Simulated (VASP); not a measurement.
# Rb (P6_3/mmc) in VASP: further runs, part 2 of 2

VASP 6.6.1. Earlier steps stand in the parts before.

## Step 4: Single point, r2SCAN (biaxial strain in the a-b plane: +4.0 %)

The input, POSCAR:

```
Rb
1.0
    5.2917352550      0.0000000000      0.0000000000
   -2.6458676275      4.5827771610      0.0000000000
    0.0000000000      0.0000000000      8.2394485885
Rb
2
Direct
    0.3333333333      0.6666666667      0.2500000000
    0.6666666667      0.3333333333      0.7500000000
```

The input, INCAR.step1:

```
SYSTEM = Rb
ALGO = Normal
EDIFF = 1E-4
ENCUT = 520
GGA = PE
ISMEAR = 0
LASPH = .TRUE.
LCHARG = .FALSE.
LREAL = .FALSE.
LWAVE = .TRUE.
NBANDS = 16
NELM = 100
PREC = Accurate
SIGMA = 0.1
```

The input, INCAR.step2:

```
SYSTEM = Rb
ALGO = Normal
EDIFF = 1E-6
ENCUT = 520
ISIF = 2
ISMEAR = 0
ISTART = 1
LASPH = .TRUE.
LCHARG = .FALSE.
LMIXTAU = .TRUE.
LREAL = .FALSE.
LWAVE = .FALSE.
METAGGA = R2SCAN
NBANDS = 16
NELM = 100
PREC = Accurate
SIGMA = 0.1
```

The input, KPOINTS:

```
k-points
0
G
  9 9 6
  0 0 0
```

Potentials or basis: VASP PAW PBE potentials, release 64 (Rb_sv).

On the command line:

```console
> cat potpaw_PBE.64/Rb_sv/POTCAR > POTCAR
> cp INCAR.step1 INCAR
> mpirun -np 1 vasp_std > vasp.out
> cp INCAR.step2 INCAR
> mpirun -np 1 vasp_std > vasp.out
```

OUTCAR:

```text
SYSTEM = Rb
   EDIFF = 1E-6
   ENCUT = 520
   ISIF = 2
   ISMEAR = 0
   ISTART = 1
   LASPH = .TRUE.
   LREAL = .FALSE.
   METAGGA = R2SCAN
   NELM = 100
   PREC = Accurate

 ion  position               nearest neighbor table
   1  0.333  0.667  0.250-   2 5.13   2 5.13   2 5.13   2 5.13   2 5.13   2 5.13
   2  0.667  0.333  0.750-   1 5.13   1 5.13   1 5.13   1 5.13   1 5.13   1 5.13

  LATTYP: Found a hexagonal cell.
 ALAT       =     5.2917352550
 C/A-ratio  =     1.5570409689

  Lattice vectors:

 A1 = (   5.2917352550,   0.0000000000,   0.0000000000)
 A2 = (  -2.6458676275,   4.5827771610,   0.0000000000)
 A3 = (   0.0000000000,   0.0000000000,   8.2394485885)

Analysis of symmetry for initial positions (statically):
=====================================================================
 Subroutine PRICEL returns:
 Original cell was already a primitive cell.

 Routine SETGRP: Setting up the symmetry group for a
 hexagonal supercell.

 Subroutine GETGRP returns: Found 24 space group operations
 (whereof 12 operations were pure point group operations)
 out of a pool of 24 trial point group operations.

The static configuration has the point symmetry D_3d.
 The point group associated with its full space group is D_6h.

Analysis of symmetry for dynamics (positions and initial velocities):
=====================================================================
 Subroutine PRICEL returns:
 Original cell was already a primitive cell.

 Routine SETGRP: Setting up the symmetry group for a
 hexagonal supercell.

 Subroutine GETGRP returns: Found 24 space group operations
 (whereof 12 operations were pure point group operations)
 out of a pool of 24 trial point group operations.

The dynamic configuration has the point symmetry D_3d.
 The point group associated with its full space group is D_6h.

 Subroutine INISYM returns: Found 24 space group operations
 (whereof 12 operations are pure point group operations),
 and found     1 'primitive' translations

[... 114 lines left out ...]
     AMIX_MAG =   1.60;   BMIX_MAG =  1.00
  volume/ion in A,a.u.               =      99.91       674.20
  Fermi-wavevector in a.u.,A,eV,Ry     =   0.733878  1.386829  7.327788  0.538577
  Thomas-Fermi vector in A             =   1.826694
   LORBIT       =      0    0 simple, 1 ext, 2 COOP (PROOUT), +10 PAW based schemes
   METAGGA = R2SCAN    functional components
   LHFCALC =     F    Hartree Fock is set to
   AEXX    =    0.0000 exact exchange contribution
   IVDW    =     0    specifies the selected vdW correction
   LEPSILON=     F    determine dielectric tensor
   LRPA    =     F    only Hartree local field effects (RPA)
 non-spin polarized calculation
 Gauss-broadening in eV      SIGMA  =   0.10
  energy-cutoff  :      520.00
  volume of cell :      199.81
 maximum number of plane-waves:      5403
 NGX is ok and might be reduce to    40
   NGX = 19   NGY = 19   NGZ = 31

 number of electron      18.0000000 magnetization

 Free energy of the ion-electron system (eV)
  ---------------------------------------------------
  ext. energy  EPLUGINS =         0.00000000
  ---------------------------------------------------
  free energy    TOTEN  =       -27.83032392 eV

  energy without entropy =      -27.81879355  energy(sigma->0) =      -27.82455873

 E-fermi :  -0.1148     XC(G=0):  -5.4988

 val. band max:       -0.1305802675   @ k =   0.3333   0.2222   0.0000
 cond. band min:      -0.1132728515   @ k =   0.3333   0.1111   0.5000
 fundamental gap:      0.0173074160
 Fermi energy:        -0.1147844328

 k-point     1 :       0.0000    0.0000    0.0000
  band No.  band energies     occupation
      1     -30.2595      2.00000
      2     -30.2562      2.00000
      3     -13.8347      2.00000
      4     -13.7688      2.00000
      5     -13.7688      2.00000
      6     -13.7563      2.00000
[... 433 lines left out ...]
      3     -13.8055      2.00000
      4     -13.8038      2.00000
      5     -13.8038      2.00000
      6     -13.7832      2.00000
[... 8 lines left out ...]
     15       3.0188      0.00000
     16       3.9438      0.00000

 [... further k-points ...]

------------------------ aborting loop because EDIFF is reached ----------------------------------------

  FORCE on cell =-STRESS in cart. coord.  units (eV):
  Direction    XX          YY          ZZ          XY          YZ          ZX
  --------------------------------------------------------------------------------------
  -------------------------------------------------------------------------------------
  Total       -0.2189828     -0.2189828      0.0463164      0.0000000     -0.0000000      0.0000000
  in kB       -1.7558834     -1.7558834      0.3713815      0.0000000     -0.0000000      0.0000000
  external PRESSURE =      -1.0467951 kB  Pullay stress =       0.0000000 kB

 VOLUME and BASIS-vectors are now :
 -----------------------------------------------------------------------------
  energy-cutoff  :      520.00
  volume of cell :      199.81
      direct lattice vectors                 reciprocal lattice vectors
     5.291735255  0.000000000  0.000000000     0.188973929  0.109104149  0.000000000
    -2.645867627  4.582777161  0.000000000     0.000000000  0.218208297  0.000000000
     0.000000000  0.000000000  8.239448589     0.000000000  0.000000000  0.121367345

 POSITION                                       TOTAL-FORCE (eV/Angst)
 -----------------------------------------------------------------------------------
     -0.00000      3.05518      2.05986        -0.000000      0.000000      0.000000
      2.64587      1.52759      6.17959         0.000000     -0.000000      0.000000
 -----------------------------------------------------------------------------------
    total drift:                               -0.000000      0.000000     -0.000000

  FREE ENERGIE OF THE ION-ELECTRON SYSTEM (eV)
  ---------------------------------------------------
  free  energy   TOTEN  =       -27.8303239200 eV

  energy  without entropy=      -27.8187935485  energy(sigma->0) =      -27.82455873
```

OUTCAR.step1:

```text
SYSTEM = Rb
   EDIFF = 1E-4
   ENCUT = 520
   GGA = PE
   ISMEAR = 0
   LASPH = .TRUE.
   LREAL = .FALSE.
[... 680 lines left out ...]
     -0.00000      3.05518      2.05986         0.000000      0.000000      0.000000
      2.64587      1.52759      6.17959        -0.000000     -0.000000      0.000000
 -----------------------------------------------------------------------------------
    total drift:                               -0.000000      0.000000     -0.000000

  FREE ENERGIE OF THE ION-ELECTRON SYSTEM (eV)
  ---------------------------------------------------
  free  energy   TOTEN  =        -1.8614222532 eV

  energy  without entropy=       -1.8486916641  energy(sigma->0) =       -1.85505696
```

OSZICAR.step1:

```text
N       E                     dE             d eps       ncg     rms          rms(c)
DAV:   1     0.117721208990E+03    0.11772E+03   -0.67482E+03  1536   0.839E+02
DAV:   2     0.113951049086E+02   -0.10633E+03   -0.10288E+03  2064   0.180E+02
DAV:   3    -0.622533898202E+00   -0.12018E+02   -0.11927E+02  2064   0.591E+01
DAV:   4    -0.185093976218E+01   -0.12284E+01   -0.12282E+01  2672   0.133E+01
DAV:   5    -0.185711771661E+01   -0.61780E-02   -0.61777E-02  2088   0.114E+00    0.151E+00
DAV:   6    -0.185898384274E+01   -0.18661E-02   -0.42613E-03  2208   0.342E-01    0.906E-01
DAV:   7    -0.186113451611E+01   -0.21507E-02   -0.49769E-03  1760   0.387E-01    0.615E-02
DAV:   8    -0.186138470233E+01   -0.25019E-03   -0.26276E-04  1736   0.967E-02    0.238E-02
DAV:   9    -0.186142225324E+01   -0.37551E-04   -0.42484E-05  1120   0.502E-02
   1 F= -.18614223E+01 E0= -.18550570E+01  d E =-.127306E-01
```

Run time: 9.2 min. Hardware: 1 thread of Intel Xeon 6975P-C (Granite Rapids), shared host; peak memory 0.41 GiB.

What came out:

| Property | Result |
| --- | --- |
| Free energy | -27.8303 eV |
| Pressure | -0.1 GPa |
| Band gap on the k mesh | zero (bands 9 and 10 overlap by 2.29 eV) |

Levels at points of the mesh, in eV from the Fermi level:
```
           k point  band 6  band 7  band 8  band 9  band 10  band 11  band 12  band 13
(0.00, 0.00, 0.00)  -13.64  -13.64  -13.64   -1.99     0.36     0.66     3.66     3.66
(0.00, 0.00, 0.50)  -13.65  -13.65  -13.65   -1.29    -1.29     2.64     2.64     3.69
```

Caveat: the cell differs from its parent crystal (biaxial strain in the a-b plane: +4.0 %); the PAW data sets were made with another functional, which shifts forces and pressure a little.

## Step 5: Single point, r2SCAN (biaxial strain in the a-b plane: +4.0 %, then relaxed in part)

Changes to POSCAR since step 4:

```diff
@@ -4,3 +4,3 @@
    -2.6458676275      4.5827771610      0.0000000000
-    0.0000000000      0.0000000000      8.2394485885
+    0.0000000000      0.0000000000      8.3020858133
 Rb
```

The input, INCAR.step1:

```
SYSTEM = Rb
PREC     = Accurate       ! precision mode
ENCUT    = 520            ! plane-wave cutoff, eV
ISMEAR   = 0              ! smearing method
SIGMA    = 0.1            ! smearing width, eV
LREAL    = .False.        ! projectors in reciprocal space
LASPH    = .True.         ! aspherical terms in the spheres
NELM     = 60             ! most SCF steps
NBANDS   = 16             ! bands
GGA      = PE             ! functional
ALGO     = Normal         ! electronic algorithm
EDIFF    = 1E-4           ! SCF threshold, eV
LWAVE    = .True.         ! write WAVECAR
LCHARG   = .False.        ! write CHGCAR
```

The input, INCAR.step2:

```
SYSTEM = Rb
PREC     = Accurate       ! precision mode
ENCUT    = 520            ! plane-wave cutoff, eV
EDIFF    = 1E-6           ! SCF threshold, eV
ISMEAR   = 0              ! smearing method
SIGMA    = 0.1            ! smearing width, eV
LREAL    = .False.        ! projectors in reciprocal space
LASPH    = .True.         ! aspherical terms in the spheres
NELM     = 60             ! most SCF steps
ALGO     = Normal         ! electronic algorithm
ISIF     = 2              ! what is computed and relaxed
LWAVE    = .False.        ! write WAVECAR
LCHARG   = .False.        ! write CHGCAR
METAGGA  = R2SCAN         ! meta-GGA
LMIXTAU  = .True.       
NBANDS   = 16             ! bands
ISTART   = 1
```

The input, KPOINTS:

```
regular mesh
0
Gamma
  9 9 6
  0 0 0
```

On the command line:

```console
> cat potpaw_PBE.64/Rb_sv/POTCAR > POTCAR
> cp INCAR.step1 INCAR
> mpirun -np 1 vasp_std > vasp.out
> cp INCAR.step2 INCAR
> mpirun -np 1 vasp_std > vasp.out
```

Run time: 9.4 min. Hardware: 1 thread of Intel Xeon 6975P-C (Granite Rapids), shared host; peak memory 0.41 GiB.

The run converged. Its results:

```
Free energy            : -27.8305 eV
Pressure               : -0.1 GPa
Band gap on the k mesh : zero (bands 9 and 10 overlap by 2.30 eV)
```

Stress tensor (GPa, compression positive):
```
-0.19  0.00  0.00
 0.00 -0.19  0.00
 0.00  0.00  0.00
```

Levels at points of the mesh, in eV from the Fermi level:
```tsv
k point	band 6	band 7	band 8	band 9	band 10	band 11	band 12	band 13
(0.00, 0.00, 0.00)	-13.65	-13.65	-13.65	-1.99	0.35	0.63	3.67	3.67
(0.00, 0.00, 0.50)	-13.65	-13.65	-13.65	-1.29	-1.29	2.61	2.61	3.70
```

Caveat: the cell differs from its parent crystal (biaxial strain in the a-b plane: +4.0 %, then relaxed in part); the PAW data sets were made with another functional, which shifts forces and pressure a little.

## Step 6: Single point, r2SCAN (biaxial strain in the a-b plane: +6.0 %, then relaxed in part)

The input, POSCAR:

```
Rb
1.0
    5.3934993945      0.0000000000      0.0000000000
   -2.6967496973      4.6709074910      0.0000000000
    0.0000000000      0.0000000000      8.1381438927
Rb
2
Direct
    0.3333333333      0.6666666667      0.2500000000
    0.6666666667      0.3333333333      0.7500000000
```

The input, INCAR.step1:

```
SYSTEM = Rb
PREC     = Accurate       ! precision mode
ENCUT    = 520            ! plane-wave cutoff, eV
ISMEAR   = 0              ! smearing method
SIGMA    = 0.1            ! smearing width, eV
LREAL    = .FALSE.        ! projectors in reciprocal space
LASPH    = .TRUE.         ! aspherical terms in the spheres
NELM     = 60             ! most SCF steps
NBANDS   = 16             ! bands
GGA      = PE             ! functional
ALGO     = Normal         ! electronic algorithm
EDIFF    = 1E-4           ! SCF threshold, eV
LWAVE    = .TRUE.         ! write WAVECAR
LCHARG   = .FALSE.        ! write CHGCAR
```

The input, INCAR.step2:

```
SYSTEM = Rb
PREC     = Accurate       ! precision mode
ENCUT    = 520            ! plane-wave cutoff, eV
EDIFF    = 1E-6           ! SCF threshold, eV
ISMEAR   = 0              ! smearing method
SIGMA    = 0.1            ! smearing width, eV
LREAL    = .FALSE.        ! projectors in reciprocal space
LASPH    = .TRUE.         ! aspherical terms in the spheres
NELM     = 60             ! most SCF steps
ALGO     = Normal         ! electronic algorithm
ISIF     = 2              ! what is computed and relaxed
LWAVE    = .FALSE.        ! write WAVECAR
LCHARG   = .FALSE.        ! write CHGCAR
METAGGA  = R2SCAN         ! meta-GGA
LMIXTAU  = .TRUE.       
NBANDS   = 16             ! bands
ISTART   = 1
```

The input, KPOINTS:

```
Automatic mesh
0
G
  9 9 6
  0 0 0
```

Potentials or basis: VASP PAW PBE potentials, release 64 (Rb_sv).

On the command line:

```console
> cat potpaw_PBE.64/Rb_sv/POTCAR > POTCAR
> cp INCAR.step1 INCAR
> mpirun -np 1 vasp_std > vasp.out
> cp INCAR.step2 INCAR
> mpirun -np 1 vasp_std > vasp.out
```

OUTCAR:

```text
SYSTEM = Rb
   PREC = Accurate
   ENCUT = 520
   EDIFF = 1E-6
   ISMEAR = 0
   LREAL = .FALSE.
   LASPH = .TRUE.
   NELM = 60
   ISIF = 2
   METAGGA = R2SCAN
   ISTART = 1

 ion  position               nearest neighbor table
   1  0.333  0.667  0.250-   2 5.12   2 5.12   2 5.12   2 5.12   2 5.12   2 5.12
   2  0.667  0.333  0.750-   1 5.12   1 5.12   1 5.12   1 5.12   1 5.12   1 5.12

  LATTYP: Found a hexagonal cell.
 ALAT       =     5.3934993945
 C/A-ratio  =     1.5088800976

  Lattice vectors:

 A1 = (   5.3934993945,   0.0000000000,   0.0000000000)
 A2 = (  -2.6967496973,   4.6709074910,   0.0000000000)
 A3 = (   0.0000000000,   0.0000000000,   8.1381438927)

Analysis of symmetry for initial positions (statically):
=====================================================================
 Subroutine PRICEL returns:
 Original cell was already a primitive cell.

 Routine SETGRP: Setting up the symmetry group for a
 hexagonal supercell.

 Subroutine GETGRP returns: Found 24 space group operations
 (whereof 12 operations were pure point group operations)
 out of a pool of 24 trial point group operations.
[... 159 lines left out ...]
  ext. energy  EPLUGINS =         0.00000000
  ---------------------------------------------------
  free energy    TOTEN  =       -27.81979971 eV

  energy without entropy =      -27.80693742  energy(sigma->0) =      -27.81336856

 E-fermi :  -0.1672     XC(G=0):  -5.4372

 val. band max:       -0.1759342867   @ k =   0.1111   0.0000   0.1667
 cond. band min:      -0.1636140746   @ k =   0.3333   0.1111   0.5000
 fundamental gap:      0.0123202121
 Fermi energy:        -0.1672315320

 k-point     1 :       0.0000    0.0000    0.0000
  band No.  band energies     occupation
      1     -30.3310      2.00000
      2     -30.3277      2.00000
      3     -13.9054      2.00000
      4     -13.8426      2.00000
      5     -13.8426      2.00000
      6     -13.8291      2.00000
[... 433 lines left out ...]
      3     -13.8738      2.00000
      4     -13.8738      2.00000
      5     -13.8735      2.00000
      6     -13.8502      2.00000
[... 8 lines left out ...]
     15       3.0187      0.00000
     16       3.8244      0.00000

 [... further k-points ...]
[... 5 lines left out ...]
  --------------------------------------------------------------------------------------
  -------------------------------------------------------------------------------------
  Total       -0.3063237     -0.3063237      0.0216660      0.0000000      0.0000000     -0.0000000
  in kB       -2.3938336     -2.3938336      0.1693139      0.0000000      0.0000000     -0.0000000
  external PRESSURE =      -1.5394511 kB  Pullay stress =       0.0000000 kB

 VOLUME and BASIS-vectors are now :
 -----------------------------------------------------------------------------
  energy-cutoff  :      520.00
  volume of cell :      205.02
      direct lattice vectors                 reciprocal lattice vectors
     5.393499395  0.000000000  0.000000000     0.185408383  0.107045580  0.000000000
    -2.696749697  4.670907491  0.000000000     0.000000000  0.214091159  0.000000000
     0.000000000  0.000000000  8.138143893     0.000000000  0.000000000  0.122878142

 POSITION                                       TOTAL-FORCE (eV/Angst)
 -----------------------------------------------------------------------------------
     -0.00000      3.11394      2.03454        -0.000000      0.000000      0.000000
      2.69675      1.55697      6.10361         0.000000      0.000000      0.000000
 -----------------------------------------------------------------------------------
    total drift:                               -0.000000      0.000000     -0.000000

  FREE ENERGIE OF THE ION-ELECTRON SYSTEM (eV)
  ---------------------------------------------------
  free  energy   TOTEN  =       -27.8197997064 eV

  energy  without entropy=      -27.8069374208  energy(sigma->0) =      -27.81336856
```

OSZICAR.step1:

```text
N       E                     dE             d eps       ncg     rms          rms(c)
DAV:   1     0.118905878246E+03    0.11891E+03   -0.67818E+03  1536   0.841E+02
DAV:   2     0.115534766905E+02   -0.10735E+03   -0.10430E+03  2056   0.179E+02
DAV:   3    -0.491130090664E+00   -0.12045E+02   -0.11988E+02  2048   0.594E+01
DAV:   4    -0.183793757054E+01   -0.13468E+01   -0.13465E+01  2680   0.134E+01
DAV:   5    -0.184461648865E+01   -0.66789E-02   -0.66784E-02  2128   0.114E+00    0.146E+00
DAV:   6    -0.184664704158E+01   -0.20306E-02   -0.38207E-03  2184   0.337E-01    0.872E-01
DAV:   7    -0.184894791630E+01   -0.23009E-02   -0.50073E-03  1744   0.390E-01    0.604E-02
DAV:   8    -0.184921487183E+01   -0.26696E-03   -0.27135E-04  1680   0.992E-02    0.217E-02
DAV:   9    -0.184924842570E+01   -0.33554E-04   -0.37056E-05  1032   0.470E-02
   1 F= -.18492484E+01 E0= -.18421294E+01  d E =-.142381E-01
```

Wall time 11 min (1 thread of Intel Xeon 6975P-C (Granite Rapids), shared host); peak memory 0.42 GiB.

What came out:

```yaml
Free_energy: -27.8198 eV
Pressure: -0.2 GPa
Band_gap_on_the_k_mesh: zero (bands 9 and 10 overlap by 2.23 eV)
```

Caveat: the cell differs from its parent crystal (biaxial strain in the a-b plane: +6.0 %, then relaxed in part); the PAW data sets were made with another functional, which shifts forces and pressure a little.

## Step 7: Overview

| cell | gap on the mesh (eV) | pressure (GPa) |
| --- | --- | --- |
| a = 5.190, b = 5.190, c = 8.341 Å, angles 90.0, 90.0, 120.0°, 2 atoms | none | 0.0 |
| a = 5.190, b = 5.190, c = 8.399 Å, angles 90.0, 90.0, 120.0°, 2 atoms | none | -0.1 |
| a = 5.292, b = 5.292, c = 8.239 Å, angles 90.0, 90.0, 120.0°, 2 atoms | none | -0.1 |
| a = 5.292, b = 5.292, c = 8.302 Å, angles 90.0, 90.0, 120.0°, 2 atoms | none | -0.1 |
| a = 5.393, b = 5.393, c = 8.138 Å, angles 90.0, 90.0, 120.0°, 2 atoms | none | -0.2 |

Alike in all rows: task single point; level r2SCAN; potentials or basis VASP PAW PBE potentials, release 64 (Rb_sv); no spin polarisation; k mesh 9 × 9 × 6; cutoff (eV) 520; smearing gaussian 0.1 eV.

Caveats: the PAW data sets were made with another functional, which shifts forces and pressure a little.

Total energies depend on the potentials used, so only differences within one code and one set of settings carry meaning.
